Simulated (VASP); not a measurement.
A run of VASP 6.6.1 is set up as follows.

The input INCAR:

```
ALGO     = Normal         # electronic algorithm
EDIFF    = 1E-6           # SCF threshold, eV
ENCUT    = 520            # plane-wave cutoff, eV
GGA      = PE             # functional
ISIF     = 2              # what is computed and relaxed
ISMEAR   = 0              # smearing method
LASPH    = T              # aspherical terms in the spheres
LCHARG   = F              # write CHGCAR
LREAL    = F              # projectors in reciprocal space
LWAVE    = F              # write WAVECAR
NBANDS   = 25             # bands
NELM     = 100            # most SCF steps
PREC     = Accurate       # precision mode
SIGMA    = 0.1            # smearing width, eV
```

Contents of KPOINTS:

```
k-points
0
Gamma
  4 4 4
```

File POSCAR:

```
MgAsIr3
1.0
    4.4168430300      0.0000000000      0.0000000000
    0.0000000000      4.4168430300      0.0000000000
    0.0000000000      0.0000000000      4.4168430300
Mg As Ir
1 1 3
Direct
    0.0000000000      0.0000000000      0.0000000000
    0.5000000000      0.5000000000      0.5000000000
    0.5000000000      0.5000000000      0.0000000000
    0.0000000000      0.5000000000      0.5000000000
    0.5000000000      0.0000000000      0.5000000000
```

Potentials or basis: VASP PAW PBE potentials, release 64 (Mg, As, Ir).

Command:

```sh
$ cat potpaw_PBE.64/Mg/POTCAR potpaw_PBE.64/As/POTCAR potpaw_PBE.64/Ir/POTCAR > POTCAR
$ mpirun -np 1 vasp_std > vasp.out
```

Problem. Estimate the band gap on the k mesh.

Solution. Zero (band 17 reaches 6.62 eV, above the bottom of band 18 at 6.38 eV).

Problem. What does it give for the pressure?

Solution. 18.9 GPa.

Caveat: spin-orbit coupling is left out, which moves the levels of the heavy elements.
